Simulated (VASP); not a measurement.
# Ge in VASP: notebook

Ge is run at these levels: RPBE+D3(BJ), PBEsol+D3(BJ); tasks: single point.

All numbers are computed with VASP 6.6.1; they aren't measurements. Logs are shortened: lines on timing, memory, paths and dates and some standing lists are left out, and cuts for length are marked.

## Step 1: The cell of the first run

The typed cell holds 1 atom: a = 2.707 Å, b = 2.707 Å, c = 2.707 Å, α = 109.47°, β = 109.47°, γ = 109.47°.

## Step 2: Single point, RPBE+D3(BJ)

File INCAR:

```
SYSTEM = Ge
PREC = Accurate
ENCUT = 520
EDIFF = 1E-7
ISMEAR = -1
SIGMA = 0.05
LREAL = .FALSE.
LASPH = .TRUE.
NELM = 100
ALGO = Normal
ISIF = 2
LWAVE = .FALSE.
LCHARG = .FALSE.
GGA = RP
IVDW = 12
NBANDS = 13
```

File KPOINTS:

```
regular mesh
0
G
  12 12 12
  0 0 0
```

File POSCAR:

```
Ge
1.0
   -1.5625688378      1.5625688378      1.5626882677
    1.5625688378     -1.5625688378      1.5626882677
    1.5625688378      1.5625688378     -1.5626882677
Ge
1
Direct
    0.5000000000      0.5000000000      0.0000000000
```

Potentials or basis: VASP PAW PBE potentials, release 64 (Ge_d).

The run is started by

```bash
$ cat potpaw_PBE.64/Ge_d/POTCAR > POTCAR
$ mpirun -np 1 vasp_std > vasp.out
```

OUTCAR:

```text
SYSTEM = Ge
   PREC = Accurate
   ENCUT = 520
   EDIFF = 1E-7
   ISMEAR = -1
   LREAL = .FALSE.
   LASPH = .TRUE.
   NELM = 100
   ISIF = 2
   GGA = RP
   IVDW = 12
 IVDW          = 12

 ion  position               nearest neighbor table
   1  0.500  0.500  0.000-

  LATTYP: Found a body centered tetragonal cell.
 ALAT       =     3.1251376756
 C/A-ratio  =     1.0000764318

  Lattice vectors:

 A1 = (  -1.5625688378,   1.5625688378,   1.5626882677)
 A2 = (   1.5625688378,  -1.5625688378,   1.5626882677)
 A3 = (   1.5625688378,   1.5625688378,  -1.5626882677)

Analysis of symmetry for initial positions (statically):
=====================================================================
 Subroutine PRICEL returns:
 Original cell was already a primitive cell.

 Routine SETGRP: Setting up the symmetry group for a
 body centered tetragonal supercell.

 Subroutine GETGRP returns: Found 16 space group operations
 (whereof 16 operations were pure point group operations)
 out of a pool of 16 trial point group operations.

The static configuration has the point symmetry D_4h.

Analysis of symmetry for dynamics (positions and initial velocities):
=====================================================================
 Subroutine PRICEL returns:
 Original cell was already a primitive cell.

 Routine SETGRP: Setting up the symmetry group for a
 body centered tetragonal supercell.

 Subroutine GETGRP returns: Found 16 space group operations
 (whereof 16 operations were pure point group operations)
 out of a pool of 16 trial point group operations.

The dynamic configuration has the point symmetry D_4h.

 Subroutine INISYM returns: Found 16 space group operations
 (whereof 16 operations are pure point group operations),
 and found     1 'primitive' translations

----------------------------------------------------------------------------------------

                                     Primitive cell

  volume of cell :      15.2620

  direct lattice vectors                    reciprocal lattice vectors
    -1.562568838  1.562568838  1.562688268     0.000000000  0.319985903  0.319961447
     1.562568838 -1.562568838  1.562688268     0.319985903  0.000000000  0.319961447
     1.562568838  1.562568838 -1.562688268     0.319985903  0.319985903  0.000000000

  length of vectors
     2.706517572  2.706517572  2.706517572     0.452511111  0.452511111  0.452528403

  position of ions in fractional coordinates (direct lattice)
     0.500000000  0.500000000  0.000000000

  ion indices of the primitive-cell ions
   primitive index   ion index
                 1           1

----------------------------------------------------------------------------------------

 KPOINTS: regular mesh

Automatic generation of k-mesh.
 Grid dimensions read from file:
 generate k-points for:   12   12   12

 Generating k-lattice:

  Cartesian coordinates                     Fractional coordinates (reciprocal lattice)
     0.000000000  0.026665492  0.026663454     0.083333333 -0.000000000  0.000000000
     0.026665492  0.000000000  0.026663454    -0.000000000  0.083333333  0.000000000
     0.026665492  0.026665492  0.000000000     0.000000000  0.000000000  0.083333333

  Length of vectors
     0.037709259  0.037709259  0.037710700

  Shift w.r.t. Gamma in fractional coordinates (k-lattice)
     0.000000000  0.000000000  0.000000000

 Subroutine IBZKPT returns following result:
 ===========================================

 Found    163 irreducible k-points:

 Following reciprocal coordinates:
            Coordinates               Weight
  0.000000  0.000000  0.000000      1.000000
  0.083333  0.000000  0.000000      8.000000
  0.166667  0.000000  0.000000      8.000000
  0.250000  0.000000  0.000000      8.000000
  0.333333  0.000000  0.000000      8.000000
  0.416667  0.000000 -0.000000      8.000000
[... 16 lines left out ...]
  0.500000  0.166667  0.000000     16.000000
 -0.416667  0.166667  0.000000     16.000000
 [... further k-points ...]
   k-points           NKPTS =    163   k-points in BZ     NKDIM =    163   number of bands    NBANDS=     13
   number of dos      NEDOS =    301   number of ions     NIONS =      1
   total plane-waves  NPLWV =   8000
   dimension x,y,z NGX =    20 NGY =   20 NGZ =   20
   dimension x,y,z NGXF=    40 NGYF=   40 NGZF=   40
   ions per type =               1
   NGX,Y,Z   is equivalent  to a cutoff of  12.28, 12.28, 12.28 a.u.
   NGXF,Y,Z  is equivalent  to a cutoff of  24.57, 24.57, 24.57 a.u.
 SYSTEM =  Ge
   PREC   = accura    normal or accurate (medium, high low for compatibility)
   ISTART =      0    job   : 0-new  1-cont  2-samecut
   ICHARG =      2    charge: 1-file 2-atom 10-const
   ISPIN  =      1    spin polarized calculation?
   LNONCOLLINEAR =      F non collinear calculations
   LSORBIT =      F    spin-orbit coupling
   LASPH  =      T    aspherical Exc in radial PAW
   ENCUT  =  520.0 eV  38.22 Ry    6.18 a.u.   5.03  5.03  5.03*2*pi/ulx,y,z
   NELM   =    100;   NELMIN=  2; NELMDL= -5     # of ELM steps
   EDIFF  = 0.1E-06   stopping-criterion for ELM
   LREAL  =      F    real-space projection
   EDIFFG = 0.1E-05   stopping-criterion for IOM
   NSW    =      0    number of steps for IOM
   IBRION =     -1    ionic relax: 0-MD 1-quasi-New 2-CG
   NFREE  =      0    steps in history (QN), initial steepest desc. (CG)
   ISIF   =      2    stress and relaxation
   ISYM   =      2    0-nonsym 1-usesym 2-fastsym
   POTIM  = 0.5000    time-step for ionic-motion
   TEBEG  =    0.0;   TEEND  =   0.0 temperature during run
   PSTRESS=    0.0 pullay stress
   NELECT =      14.0000    total number of electrons
   NUPDOWN=      -1.0000    fix difference up-down
   EMIN   =  10.00;   EMAX   =-10.00  energy-range for DOS
   EFERMI =   0.00;   METHOD = LEGACY
   ISMEAR =    -1;   SIGMA  =   0.05  broadening in eV -4-tet -1-fermi 0-gaus
   EFERMI_NEDOS =   21; number of points for ismear=-14 and -15
   IALGO  =     38    algorithm
   IMIX   =      4    mixing-type and parameters
     AMIX     =   0.40;   BMIX     =  1.00
     AMIX_MAG =   1.60;   BMIX_MAG =  1.00
  volume/ion in A,a.u.               =      15.26       102.99
  Fermi-wavevector in a.u.,A,eV,Ry     =   1.590672  3.005934 34.425968  2.530237
  Thomas-Fermi vector in A             =   2.689331
   LORBIT       =      0    0 simple, 1 ext, 2 COOP (PROOUT), +10 PAW based schemes
   GGA     = RP    functional components
   LHFCALC =     F    Hartree Fock is set to
   AEXX    =    0.0000 exact exchange contribution
   IVDW    =    12    specifies the selected vdW correction
   LEPSILON=     F    determine dielectric tensor
   LRPA    =     F    only Hartree local field effects (RPA)
 non-spin polarized calculation
  energy-cutoff  :      520.00
  volume of cell :       15.26
 maximum number of plane-waves:       420
   NGX =  9   NGY =  9   NGZ =  9

 number of electron      13.9999995 magnetization

 Free energy of the ion-electron system (eV)
  ---------------------------------------------------
  ext. energy  EPLUGINS =         0.00000000
  ---------------------------------------------------
  free energy    TOTEN  =        -3.52777042 eV

  energy without entropy =       -3.52658091  energy(sigma->0) =       -3.52717567

 E-fermi :   9.3576     XC(G=0): -12.3034

 val. band max:        9.3069314667   @ k =   0.2500   0.2500   0.1667
 cond. band min:       9.5811321582   @ k =  -0.3333   0.4167   0.2500
 fundamental gap:      0.2742006915
 Fermi energy:         9.3576097439

 k-point     1 :       0.0000    0.0000    0.0000
  band No.  band energies     occupation
      1     -15.5374      2.00000
      2     -15.5374      2.00000
      3     -15.5374      2.00000
      4     -15.3817      2.00000
      5     -15.3817      2.00000
      6      -5.7047      2.00000
      7      21.1257      0.00000
      8      21.1264      0.00000
      9      21.1264      0.00000
     10      26.0801      0.00000
     11      26.0801      0.00000
     12      26.0822      0.00000
     13      27.5155      0.00000

 k-point     2 :       0.0833    0.0000    0.0000
  band No.  band energies     occupation
      1     -15.5415      2.00000
      2     -15.5332      2.00000
      3     -15.5211      2.00000
      4     -15.3860      2.00000
      5     -15.3820      2.00000
      6      -5.4882      2.00000
      7      19.2511      0.00000
      8      20.1288      0.00000
      9      20.8029      0.00000
     10      24.5364      0.00000
     11      24.6138      0.00000
     12      26.6164      0.00000
     13      27.3994      0.00000

 k-point     3 :       0.1667    0.0000    0.0000
  band No.  band energies     occupation
      1     -15.5526      2.00000
      2     -15.5241      2.00000
      3     -15.4760      2.00000
      4     -15.3959      2.00000
      5     -15.3826      2.00000
      6      -4.8369      2.00000
      7      15.5969      0.00000
      8      18.4398      0.00000
      9      19.9534      0.00000
     10      22.8401      0.00000
     11      23.0627      0.00000
     12      26.4806      0.00000
     13      28.2806      0.00000
[... 305 lines left out ...]
 k-point    23 :       0.5000    0.1667    0.0000
  band No.  band energies     occupation
      1     -15.5742      2.00000
      2     -15.5131      2.00000
      3     -15.3994      2.00000
      4     -15.3946      2.00000
      5     -15.3250      2.00000
      6       0.3649      2.00000
      7       5.6767      2.00000
      8      10.8501      0.00000
      9      15.7592      0.00000
     10      22.1707      0.00000
     11      25.7719      0.00000
     12      28.0394      0.00000
     13      31.8456      0.00000

 k-point    24 :      -0.4167    0.1667    0.0000
  band No.  band energies     occupation
      1     -15.5669      2.00000
      2     -15.5133      2.00000
      3     -15.4067      2.00000
      4     -15.3941      2.00000
      5     -15.3507      2.00000
      6      -1.5699      2.00000
      7       8.7532      1.99999
      8      11.5868      0.00000
      9      16.3457      0.00000
     10      22.6564      0.00000
     11      24.7107      0.00000
     12      27.8654      0.00000
     13      32.5686      0.00000

 [... further k-points ...]

------------------------ aborting loop because EDIFF is reached ----------------------------------------

 Edisp (eV)   -2.26867

 E8    (eV) :    -1.4962

  FORCE on cell =-STRESS in cart. coord.  units (eV):
  Direction    XX          YY          ZZ          XY          YZ          ZX
  --------------------------------------------------------------------------------------
  -------------------------------------------------------------------------------------
  Total       0.01089     0.01089     0.00903     0.00000     0.00000     0.00000
  in kB       1.14325     1.14325     0.94768     0.00000     0.00000     0.00000
  external pressure =        1.08 kB  Pullay stress =        0.00 kB

 VOLUME and BASIS-vectors are now :
 -----------------------------------------------------------------------------
  energy-cutoff  :      520.00
  volume of cell :       15.26
      direct lattice vectors                 reciprocal lattice vectors
    -1.562568838  1.562568838  1.562688268     0.000000000  0.319985903  0.319961447
     1.562568838 -1.562568838  1.562688268     0.319985903  0.000000000  0.319961447
     1.562568838  1.562568838 -1.562688268     0.319985903  0.319985903  0.000000000

 POSITION                                       TOTAL-FORCE (eV/Angst)
 -----------------------------------------------------------------------------------
      0.00000      0.00000      1.56269         0.000000     -0.000000      0.000000
 -----------------------------------------------------------------------------------
    total drift:                               -0.000000     -0.000000      0.000000

  FREE ENERGIE OF THE ION-ELECTRON SYSTEM (eV)
  ---------------------------------------------------
  free  energy   TOTEN  =        -5.7964404763 eV

  energy  without entropy=       -5.7952509663  energy(sigma->0) =       -5.79584572
```

It took 11 s on 1 thread of AMD EPYC 9R45 (Zen 5), shared host; peak memory 0.12 GiB.

What came out:

```
Free energy                : -5.7964 eV
Pressure                   : 0.1 GPa
Band gap on the k mesh     : zero (band 7 reaches 21.13 eV, above the bottom of band 8 at 5.47 eV)
Dispersion energy per atom : -2.269 eV
```

Caveat: the PAW data sets were made with another functional, which shifts forces and pressure a little; pairwise dispersion overbinds metals, which lowers pressure and volume.

## Step 3: Single point, PBEsol+D3(BJ)

This run uses another cell than the first one, of 17.39 Å³/atom, 1.140 times its volume.

File INCAR:

```
SYSTEM = Ge
  ALGO = Normal
  EDIFF = 1E-6
  ENCUT = 520
  GGA = PS
  ISIF = 2
  ISMEAR = -1
  IVDW = 12
  LASPH = .True.
  LCHARG = .True.
  LELF = .True.
  LREAL = .False.
  LVHAR = .True.
  LWAVE = .False.
  NBANDS = 13
  NELM = 100
  PREC = Accurate
  SIGMA = 0.05
```

File KPOINTS:

```
k-points
0
Gamma
  12 12 12
  0 0 0
```

File POSCAR:

```
Ge
1.0
   -1.6321145498      1.6321145498      1.6324211058
    1.6321145498     -1.6321145498      1.6324211058
    1.6321145498      1.6321145498     -1.6324211058
Ge
1
Direct
    0.5000000000      0.5000000000      0.0000000000
```

Potentials or basis: VASP PAW PBE potentials, release 64 (Ge_d).

The run is started by

```bash
$ cat potpaw_PBE.64/Ge_d/POTCAR > POTCAR
$ mpirun -np 1 vasp_std > vasp.out
```

Wall time 15 s (1 thread of AMD EPYC 9R45 (Zen 5), shared host); peak memory 0.14 GiB.

Results (log left out):

* Free energy: -5.0128 eV
* Pressure: 0.0 GPa
* Band gap on the k mesh: zero (band 7 reaches 17.57 eV, above the bottom of band 8 at 4.19 eV)
* Dispersion energy per atom: -0.356 eV

Levels at points of the mesh, in eV from the Fermi level:
```csv
k point,band 5,band 6,band 7,band 8,band 9,band 10
"(0.00, 0.00, 0.00)",-24.68,-13.95,9.95,9.95,9.95,15.53
"(0.50, 0.00, 0.00)",-24.62,-7.66,-5.90,4.64,7.07,9.90
"(0.50, 0.50, 0.00)",-24.62,-7.66,-5.89,4.64,7.07,9.90
"(0.50, 0.50, 0.50)",-24.63,-2.13,-0.63,-0.63,-0.63,4.22
```

Caveat: the PAW data sets were made with another functional, which shifts forces and pressure a little; pairwise dispersion overbinds metals, which lowers pressure and volume.
